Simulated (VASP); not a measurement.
Runs of VASP 6.6.1 on Lu. The structure is that of space group P6/mmm (No. 191), or close to it. The cells are those of the table. This isn't the form of Lu at room conditions, which is hcp.

```csv
cell,k mesh,gap on the mesh (eV),pressure (GPa)
"a = 5.208, b = 5.208, c = 3.268 Å, angles 90.0, 90.0, 120.0°, 3 atoms",8 × 8 × 10,none,7.7
"a = 5.435, b = 5.435, c = 3.410 Å, angles 90.0, 90.0, 120.0°, 3 atoms",7 × 7 × 9,none,0.1
"a = 5.644, b = 5.644, c = 3.542 Å, angles 90.0, 90.0, 120.0°, 3 atoms",8 × 8 × 10,none,-4.0
"a = 5.435, b = 5.435, c = 3.410 Å, angles 90.0, 90.0, 120.0°, 3 atoms",9 × 9 × 12,none,(b)
"a = 5.286, b = 5.286, c = 3.317 Å, angles 90.0, 90.0, 120.0°, 3 atoms",8 × 8 × 10,none,(a)
```

Alike in all rows: task single point; level PBE; potentials or basis VASP PAW PBE potentials, release 64 (Lu); no spin polarisation; cutoff (eV) 520; smearing fermi-dirac 0.1 eV.

Q: Fill in the values left out.

A: (a) 4.8; (b) 0.2.

Caveats: spin-orbit coupling is left out, which moves the levels of the heavy elements; the cell stands under pressure (at least some runs); the cell stands under tension (at least some runs).

A k mesh can miss the band edges, and the runs leave out spin-orbit coupling on Lu.

A gap of «none» marks levels without a gap at the run's occupations.
